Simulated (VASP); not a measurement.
# C (Fd-3m) in VASP: notebook

Aim: see how the results for C move with the level of theory and the settings. Levels: PBE0, LDA. Tasks: single point.

Program: VASP 6.6.1. These are calculated values, not measurements. Logs are shortened: lines on timing, memory, paths and dates and some standing lists are left out, and cuts for length are marked.

## (1) The cell of the first run

The structure is cubic, space group Fd-3m (No. 227). The conventional cell has a = 3.560 Å, b = 3.560 Å, c = 3.560 Å, α = 90.00°, β = 90.00°, γ = 90.00°. C (site symmetry -43m) has 4 C at 1.54 Å within 2.1 Å.

## (2) Single point, PBE0

POSCAR

```
C
1.0
    0.0000000000      1.7801241426      1.7801241426
    1.7801241426      0.0000000000      1.7801241426
    1.7801241426      1.7801241426      0.0000000000
C
2
Direct
    0.0000000000      0.0000000000      0.0000000000
    0.2500000000      0.2500000000      0.2500000000
```

INCAR.step1

```
PREC = Accurate ; ENCUT = 520
EDIFF = 1E-5 ; ISMEAR = 0
SIGMA = 0.01 ; LREAL = False
LASPH = True ; NELM = 60
ALGO = Normal ; ISIF = 2
LWAVE = True ; LCHARG = False
NBANDS = 11 ; GGA = PE
```

INCAR.step2

```
PREC = Accurate ; ENCUT = 520
EDIFF = 1E-6 ; ISMEAR = 0
SIGMA = 0.01 ; LREAL = False
LASPH = True ; NELM = 60
ALGO = Normal ; ISIF = 2
LWAVE = False ; LCHARG = False
GGA = PE ; LHFCALC = True
AEXX = 0.25 ; PRECFOCK = Normal
NBANDS = 11 ; ISTART = 1
```

KPOINTS

```
regular mesh
0
Gamma
  8 8 8
```

Potentials or basis: VASP PAW PBE potentials, release 64 (C).

Started as:

```sh
cat potpaw_PBE.64/C/POTCAR > POTCAR
cp INCAR.step1 INCAR
mpirun -np 1 vasp_std > vasp.out
cp INCAR.step2 INCAR
mpirun -np 1 vasp_std > vasp.out
```

OUTCAR:

```text
PREC = Accurate
   ENCUT = 520
   EDIFF = 1E-6
   ISMEAR = 0
   LREAL = False
   LASPH = True
   NELM = 60
   ISIF = 2
   GGA = PE
   LHFCALC = True
   AEXX = 0.25
   PRECFOCK = Normal
   ISTART = 1

 ion  position               nearest neighbor table
   1  0.000  0.000  0.000-   2 1.54   2 1.54   2 1.54   2 1.54
   2  0.250  0.250  0.250-   1 1.54   1 1.54   1 1.54   1 1.54

  LATTYP: Found a face centered cubic cell.
 ALAT       =     3.5602482852

  Lattice vectors:

 A1 = (   0.0000000000,   1.7801241426,   1.7801241426)
 A2 = (   1.7801241426,   0.0000000000,   1.7801241426)
 A3 = (   1.7801241426,   1.7801241426,   0.0000000000)

Analysis of symmetry for initial positions (statically):
=====================================================================
 Subroutine PRICEL returns:
 Original cell was already a primitive cell.

 Routine SETGRP: Setting up the symmetry group for a
 face centered cubic supercell.

 Subroutine GETGRP returns: Found 48 space group operations
 (whereof 24 operations were pure point group operations)
 out of a pool of 48 trial point group operations.

The static configuration has the point symmetry T_d .
 The point group associated with its full space group is O_h .

Analysis of symmetry for dynamics (positions and initial velocities):
=====================================================================
 Subroutine PRICEL returns:
 Original cell was already a primitive cell.

 Routine SETGRP: Setting up the symmetry group for a
 face centered cubic supercell.

 Subroutine GETGRP returns: Found 48 space group operations
 (whereof 24 operations were pure point group operations)
 out of a pool of 48 trial point group operations.

The dynamic configuration has the point symmetry T_d .
 The point group associated with its full space group is O_h .

 Subroutine INISYM returns: Found 48 space group operations
 (whereof 24 operations are pure point group operations),
 and found     1 'primitive' translations

----------------------------------------------------------------------------------------

                                     Primitive cell

  volume of cell :      11.2819

  direct lattice vectors                    reciprocal lattice vectors
     0.000000000  1.780124143  1.780124143    -0.280879287  0.280879287  0.280879287
     1.780124143  0.000000000  1.780124143     0.280879287 -0.280879287  0.280879287
     1.780124143  1.780124143  0.000000000     0.280879287  0.280879287 -0.280879287

  length of vectors
     2.517475705  2.517475705  2.517475705     0.486497196  0.486497196  0.486497196

  position of ions in fractional coordinates (direct lattice)
     0.000000000  0.000000000  0.000000000
     0.250000000  0.250000000  0.250000000

  ion indices of the primitive-cell ions
   primitive index   ion index
                 1           1
                 2           2

----------------------------------------------------------------------------------------

 KPOINTS: regular mesh

Automatic generation of k-mesh.
 Grid dimensions read from file:
 generate k-points for:    8    8    8

 Generating k-lattice:

  Cartesian coordinates                     Fractional coordinates (reciprocal lattice)
    -0.035109911  0.035109911  0.035109911     0.125000000  0.000000000  0.000000000
     0.035109911 -0.035109911  0.035109911     0.000000000  0.125000000  0.000000000
     0.035109911  0.035109911 -0.035109911     0.000000000  0.000000000  0.125000000

  Length of vectors
     0.060812149  0.060812149  0.060812149

  Shift w.r.t. Gamma in fractional coordinates (k-lattice)
     0.000000000  0.000000000  0.000000000

 Subroutine IBZKPT returns following result:
 ===========================================

 Found     29 irreducible k-points:

 Following reciprocal coordinates:
            Coordinates               Weight
  0.000000  0.000000  0.000000      1.000000
  0.125000  0.000000  0.000000      8.000000
  0.250000  0.000000  0.000000      8.000000
  0.375000  0.000000  0.000000      8.000000
  0.500000  0.000000  0.000000      4.000000
  0.125000  0.125000  0.000000      6.000000
[... 16 lines left out ...]
  0.500000  0.250000  0.125000     48.000000
 -0.375000  0.250000  0.125000     24.000000
 [... further k-points ...]
   k-points           NKPTS =     29   k-points in BZ     NKDIM =    512   number of bands    NBANDS=     11
   number of dos      NEDOS =    301   number of ions     NIONS =      2
   total plane-waves  NPLWV =   8000
   dimension x,y,z NGX =    20 NGY =   20 NGZ =   20
   dimension x,y,z NGXF=    40 NGYF=   40 NGZF=   40
   ions per type =               2
   NGX,Y,Z   is equivalent  to a cutoff of  13.21, 13.21, 13.21 a.u.
   NGXF,Y,Z  is equivalent  to a cutoff of  26.41, 26.41, 26.41 a.u.
 SYSTEM =  unknown system
   PREC   = accura    normal or accurate (medium, high low for compatibility)
   ISTART =      1    job   : 0-new  1-cont  2-samecut
   ICHARG =      0    charge: 1-file 2-atom 10-const
   ISPIN  =      1    spin polarized calculation?
   LNONCOLLINEAR =      F non collinear calculations
   LSORBIT =      F    spin-orbit coupling
   LASPH  =      T    aspherical Exc in radial PAW
   ENCUT  =  520.0 eV  38.22 Ry    6.18 a.u.   4.68  4.68  4.68*2*pi/ulx,y,z
   NELM   =     60;   NELMIN=  2; NELMDL=  0     # of ELM steps
   EDIFF  = 0.1E-05   stopping-criterion for ELM
   LREAL  =      F    real-space projection
   EDIFFG = 0.1E-04   stopping-criterion for IOM
   NSW    =      0    number of steps for IOM
   IBRION =     -1    ionic relax: 0-MD 1-quasi-New 2-CG
   NFREE  =      0    steps in history (QN), initial steepest desc. (CG)
   ISIF   =      2    stress and relaxation
   ISYM   =      3    0-nonsym 1-usesym 2-fastsym
   POTIM  = 0.5000    time-step for ionic-motion
   TEBEG  =    0.0;   TEEND  =   0.0 temperature during run
   PSTRESS=    0.0 pullay stress
   NELECT =       8.0000    total number of electrons
   NUPDOWN=      -1.0000    fix difference up-down
   EMIN   =  10.00;   EMAX   =-10.00  energy-range for DOS
   EFERMI =   0.00;   METHOD = LEGACY
   ISMEAR =     0;   SIGMA  =   0.01  broadening in eV -4-tet -1-fermi 0-gaus
   EFERMI_NEDOS =   21; number of points for ismear=-14 and -15
   IALGO  =     38    algorithm
   IMIX   =      1    mixing-type and parameters
     AMIX     =   0.40;   BMIX     =  1.00
     AMIX_MAG =   1.60;   BMIX_MAG =  1.00
  volume/ion in A,a.u.               =       5.64        38.07
  Fermi-wavevector in a.u.,A,eV,Ry     =   1.459860  2.758735 28.996616  2.131191
  Thomas-Fermi vector in A             =   2.576377
   LORBIT       =      0    0 simple, 1 ext, 2 COOP (PROOUT), +10 PAW based schemes
   GGA     = PE    functional components
   LHFCALC =     T    Hartree Fock is set to
   PRECFOCK=normal    Normal, Fast or Accurate (Low or Medium for compatibility)
   ENCUT4O =  -1.0   cutoff for four orbital integrals eV
   NKREDX  =     1    reduce k-point grid by
   NKREDY  =     1    reduce k-point grid by
   NKREDZ  =     1    reduce k-point grid by
   AEXX    =    0.2500 exact exchange contribution
   HFSCREEN=    0.0000 screening length (either q_TF or 0.3 A-1)
   HFSCREENC=   0.0000 screening length for correlation (either q_TF or 0.3 A-1)
   ENCUTFOCK=  -1.0 apply spherical cutoff to Coloumb kernel
   IVDW    =     0    specifies the selected vdW correction
   LEPSILON=     F    determine dielectric tensor
   LRPA    =     F    only Hartree local field effects (RPA)
 non-spin polarized calculation
 Gauss-broadening in eV      SIGMA  =   0.01
  energy-cutoff  :      520.00
  volume of cell :       11.28
 maximum number of plane-waves:       314
  NGX = 16; NGY = 16; NGZ = 16

 number of electron       7.9999999 magnetization

 Free energy of the ion-electron system (eV)
  ---------------------------------------------------
  ext. energy  EPLUGINS =         0.00000000
  ---------------------------------------------------
  free energy    TOTEN  =       -22.13119776 eV

  energy without entropy =      -22.13119776  energy(sigma->0) =      -22.13119776

 E-fermi :   8.9019     XC(G=0): -10.4282

 val. band max:        8.8136086482   @ k =   0.0000   0.0000   0.0000
 cond. band min:      14.8696544521   @ k =   0.3750   0.3750   0.0000
 fundamental gap:      6.0560458039
 Fermi energy:         8.9019185922

 k-point     1 :       0.0000    0.0000    0.0000
  band No.  band energies     occupation
      1     -14.8493      2.00000
      2       8.8136      2.00000
      3       8.8136      2.00000
      4       8.8136      2.00000
      5      16.5444      0.00000
      6      16.5444      0.00000
      7      16.5444      0.00000
      8      24.9913      0.00000
      9      30.5251      0.00000
     10      37.9566      0.00000
     11      37.9566      0.00000

 k-point     2 :       0.1250    0.0000    0.0000
  band No.  band energies     occupation
      1     -14.3799      2.00000
      2       6.1755      2.00000
      3       8.1091      2.00000
      4       8.1091      2.00000
      5      17.4793      0.00000
      6      17.4793      0.00000
      7      17.8945      0.00000
      8      25.3824      0.00000
      9      31.2665      0.00000
     10      34.7665      0.00000
     11      34.7665      0.00000

 k-point     3 :       0.2500    0.0000    0.0000
  band No.  band energies     occupation
      1     -12.9855      2.00000
      2       1.5303      2.00000
      3       6.8953      2.00000
      4       6.8953      2.00000
      5      18.9475      0.00000
      6      18.9475      0.00000
      7      19.2568      0.00000
      8      26.3468      0.00000
      9      32.1485      0.00000
     10      33.6830      0.00000
     11      33.6830      0.00000
[... 267 lines left out ...]
 k-point    23 :       0.5000    0.2500    0.1250
  band No.  band energies     occupation
      1      -9.5564      2.00000
      2      -2.0843      2.00000
      3       1.8855      2.00000
      4       4.3161      2.00000
      5      19.0502      0.00000
      6      20.8408      0.00000
      7      23.9356      0.00000
      8      24.8941      0.00000
      9      31.7967      0.00000
     10      34.0986      0.00000
     11      37.8892      0.00000

 k-point    24 :      -0.3750    0.2500    0.1250
  band No.  band energies     occupation
      1      -7.4880      2.00000
      2      -4.8220      2.00000
      3       1.8316      2.00000
      4       3.6560      2.00000
      5      19.3312      0.00000
      6      20.6879      0.00000
      7      24.7391      0.00000
      8      26.6299      0.00000
      9      29.6642      0.00000
     10      35.9780      0.00000
     11      38.0185      0.00000

 [... further k-points ...]

------------------------ aborting loop because EDIFF is reached ----------------------------------------

  FORCE on cell =-STRESS in cart. coord.  units (eV):
  Direction    XX          YY          ZZ          XY          YZ          ZX
  --------------------------------------------------------------------------------------
  -------------------------------------------------------------------------------------
  Total       -0.3536875     -0.3536875     -0.3536875     -0.0000000      0.0000000      0.0000000
  in kB      -50.2284047    -50.2284047    -50.2284047     -0.0000000      0.0000000      0.0000000
  external PRESSURE =     -50.2284047 kB  Pullay stress =       0.0000000 kB

 VOLUME and BASIS-vectors are now :
 -----------------------------------------------------------------------------
  energy-cutoff  :      520.00
  volume of cell :       11.28
      direct lattice vectors                 reciprocal lattice vectors
     0.000000000  1.780124143  1.780124143    -0.280879287  0.280879287  0.280879287
     1.780124143  0.000000000  1.780124143     0.280879287 -0.280879287  0.280879287
     1.780124143  1.780124143  0.000000000     0.280879287  0.280879287 -0.280879287

 POSITION                                       TOTAL-FORCE (eV/Angst)
 -----------------------------------------------------------------------------------
      0.00000      0.00000      0.00000         0.000000      0.000000      0.000000
      0.89006      0.89006      0.89006        -0.000000     -0.000000     -0.000000
 -----------------------------------------------------------------------------------
    total drift:                                0.000000      0.000000      0.000000

  FREE ENERGIE OF THE ION-ELECTRON SYSTEM (eV)
  ---------------------------------------------------
  free  energy   TOTEN  =       -22.1311977640 eV

  energy  without entropy=      -22.1311977640  energy(sigma->0) =      -22.13119776
```

It took 9.2 min on 1 thread of Intel Xeon Platinum 8124M at 3.00GHz (Skylake/Cascade Lake), shared host; peak memory 0.13 GiB.

What came out:

```
Free energy            : -22.1312 eV
Pressure               : -5.0 GPa
Band gap on the k mesh : 6.06 eV (least direct gap 7.73 eV)
```

Levels at points of the mesh, in eV from the valence-band top:
```csv
k point,band 1,band 2,band 3,band 4,band 5,band 6,band 7,band 8,band 9
"(0.00, 0.00, 0.00)",-23.66,0.00,0.00,0.00,7.73,7.73,7.73,16.18,21.71
"(0.50, 0.00, 0.00)",-17.41,-14.73,-3.10,-3.10,10.81,10.81,11.19,18.45,24.78
"(0.50, 0.50, 0.00)",-14.16,-14.16,-6.94,-6.94,6.69,6.69,20.09,20.09,26.43
```

Caveat: the cell stands under tension; the PAW data sets were made with another functional, which shifts forces and pressure a little. A k mesh can miss the band edges.

(Part 1 of 2 ends here.)
